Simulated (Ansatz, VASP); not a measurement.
**Two plane-wave programs on Ti**

POSCAR

```
Ti
1.0
    2.9385821062      0.0000000000      0.0000000000
   -1.4692910531      2.5448867551      0.0000000000
    0.0000000000      0.0000000000      4.6504271809
Ti
2
Direct
    0.3333333333      0.6666666667      0.2500000000
    0.6666666667      0.3333333333      0.7500000000
```

INCAR.step1

```
SYSTEM = Ti
  PREC = Accurate
  ENCUT = 520
  ISMEAR = 0
  SIGMA = 0.1
  LREAL = .False.
  LASPH = .True.
  NELM = 60
  NBANDS = 19
  GGA = PE
  ALGO = Normal
  EDIFF = 1E-4
  LWAVE = .True.
  LCHARG = .False.
```

Contents of INCAR.step2:

```
SYSTEM = Ti
  PREC = Accurate
  ENCUT = 520
  EDIFF = 1E-7
  ISMEAR = 0
  SIGMA = 0.1
  LREAL = .False.
  LASPH = .True.
  NELM = 60
  ALGO = Normal
  ISIF = 2
  LWAVE = .False.
  LCHARG = .False.
  METAGGA = R2SCAN
  LMIXTAU = .True.
  NBANDS = 19
  ISTART = 1
```

Contents of KPOINTS:

```
regular mesh
0
Gamma
  18 18 10
  0 0 0
```

Input for Ansatz:

```yaml
crystal:
  lattice:
    - [2.9385821062, 0.0, 0.0]
    - [-1.4692910531, 2.5448867551, 0.0]
    - [0.0, 0.0, 4.6504271809]
  atoms:
    - { symbol: Ti, position: [0.3333333333, 0.6666666667, 0.25] }
    - { symbol: Ti, position: [0.6666666667, 0.3333333333, 0.75] }
basis:
  ecutwfc: 500
kpoints:
  mp_grid: { grid: [18, 18, 10] }
  band_path:
    path:
      - [[0.0, 0.0, 0.0], [0.5, 0.0, 0.0], [0.33333333, 0.33333333, 0.0], [0.0, 0.0, 0.0], [0.0, 0.0, 0.5], [0.5, 0.0, 0.5], [0.33333333, 0.33333333, 0.5], [0.0, 0.0, 0.5]]
      - [[0.5, 0.0, 0.5], [0.5, 0.0, 0.0]]
      - [[0.33333333, 0.33333333, 0.5], [0.33333333, 0.33333333, 0.0]]
    npoints: 14
hamiltonian:
  xc: r2scan
scf:
  occupations: { method: gaussian, width: 0.1 }
  n_extra_bands: 6
output:
  forces: true
  stress: true
  eigenvalues: true
  populations: true
  dos: { projected: true, de: 0.02, nscf_kmesh: { grid: [27, 27, 15] } }
  bader: true
```

Alike in both runs: task single point; functional r2SCAN; k mesh 18 × 18 × 10; occupations gaussian, width 0.1 eV; no spin polarisation.

```csv
,VASP,Ansatz
version,VASP 6.6.1,Ansatz 0.2.0
potentials or method,"VASP PAW PBE potentials, release 64 (Ti_sv), cutoff 520 eV","scalar-relativistic, plane waves, PAW"
valence electrons in the cell,24,24
```

```csv
,VASP,Ansatz,Ansatz less VASP
gap on the k mesh at the Fermi level (eV),none,none,-
pressure (GPa),-0.2,-0.6,-0.36
"traceless stress, the component that is largest in VASP (GPa)",-0.15,-0.16,-0.011
```

VASP's potentials were made for PBE, not for r2SCAN. A gap of «none» marks a metal or a gap that the smearing closes. The functional is the same, so the differences come from potentials, cutoffs and numerics.
